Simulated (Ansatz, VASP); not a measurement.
**Two plane-wave programs on CuO**

```
CELL_PARAMETERS angstrom
2.32120 -1.69627 0.00000
2.32120 1.69627 0.00000
-0.85195 0.00000 5.05944
ATOMIC_POSITIONS crystal
Cu 0.49680 0.00320 0.50000
Cu 0.00320 0.49680 0.00000
O 0.40560 0.57140 0.75370
O 0.57140 0.40560 0.25370
```

Alike in both runs: functional PBEsol; k mesh 8 × 8 × 5; occupations fermi-dirac, width 0.05 eV; no spin polarisation.

|  | VASP | Ansatz |
| --- | --- | --- |
| version | VASP 6.6.1 | Ansatz 0.2.0 |
| potentials or method | VASP PAW PBE potentials, release 64 (Cu_sv_GW, O) | Ansatz PAW |
| plane-wave cutoff (eV) | 700 | 420 |
| valence electrons in the cell | 50 | 50 |
| task | single point | band structure |

```tsv
	VASP	Ansatz	Ansatz less VASP
gap on the k mesh at the Fermi level (eV)	none	none	-
pressure (GPa)	-2.2	0.6	+2.83
traceless stress, the component that is largest in VASP (GPa)	-2.00	-2.03	-0.037
rms of the force components (eV/Å)	0.447	0.442	-0.0051
```

VASP's potentials were made for PBE, not for PBEsol. Atom by atom the forces differ by 0.008 eV/Å (rms over components). A gap of «none» marks a metal or a gap that the smearing closes.
